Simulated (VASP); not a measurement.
A run of VASP 6.6.1 is set up as follows.

File INCAR:

```
PREC = Accurate
ENCUT = 600
EDIFF = 1E-6
ISMEAR = 0
SIGMA = 0.01
LREAL = F
LASPH = T
NELM = 120
ALGO = Normal
ISIF = 2
LWAVE = F
LCHARG = T
GGA = PE
LELF = T
LVHAR = T
NBANDS = 114
GGA_COMPAT = F
```

KPOINTS

```
regular mesh
0
Gamma
  1 1 1
```

File POSCAR:

```
ZrO2
1.0
   -3.6209944469      3.6209944469      5.2824380726
    3.6209944469     -3.6209944469      5.2824380726
    3.6209944469      3.6209944469     -5.2824380726
Zr O
8 16
Direct
    0.0000000000      0.0000000000      0.0000000000
    0.0000000000      0.5000000000      0.5000000000
    0.5000000000      0.0000000000      0.5000000000
    0.5000000000      0.5000000000      0.0000000000
    0.0000000000      0.0000000000      0.5000000000
    0.0000000000      0.5000000000      0.0000000000
    0.5000000000      0.0000000000      0.0000000000
    0.5000000000      0.5000000000      0.5000000000
    0.4035957102      0.1535957102      0.2500000000
    0.4035957102      0.6535957102      0.7500000000
    0.9035957102      0.1535957102      0.7500000000
    0.9035957102      0.6535957102      0.2500000000
    0.1535957102      0.4035957102      0.7500000000
    0.1535957102      0.9035957102      0.2500000000
    0.6535957102      0.4035957102      0.2500000000
    0.6535957102      0.9035957102      0.7500000000
    0.3464042898      0.0964042898      0.7500000000
    0.3464042898      0.5964042898      0.2500000000
    0.8464042898      0.0964042898      0.2500000000
    0.8464042898      0.5964042898      0.7500000000
    0.0964042898      0.3464042898      0.2500000000
    0.0964042898      0.8464042898      0.7500000000
    0.5964042898      0.3464042898      0.7500000000
    0.5964042898      0.8464042898      0.2500000000
```

Potentials or basis: VASP PAW PBE potentials, release 64 (Zr_sv, O).

Launch:

```bash
$ cat potpaw_PBE.64/Zr_sv/POTCAR potpaw_PBE.64/O/POTCAR > POTCAR
$ mpirun -np 1 vasp_gam > vasp.out
```

Task: Estimate the pressure.

Result: 2.8 GPa.

Task: Estimate the band gap on the k mesh.

Result: 3.99 eV.

Task: Predict the largest force.

Result: 0.288 eV/Å.

Stress tensor (GPa, compression positive):
```
3.19 0.00 0.00
0.00 3.19 0.00
0.00 0.00 2.05
```

Caveat: the k points lie up to 1.23 Å⁻¹ apart. A k mesh can miss the band edges.
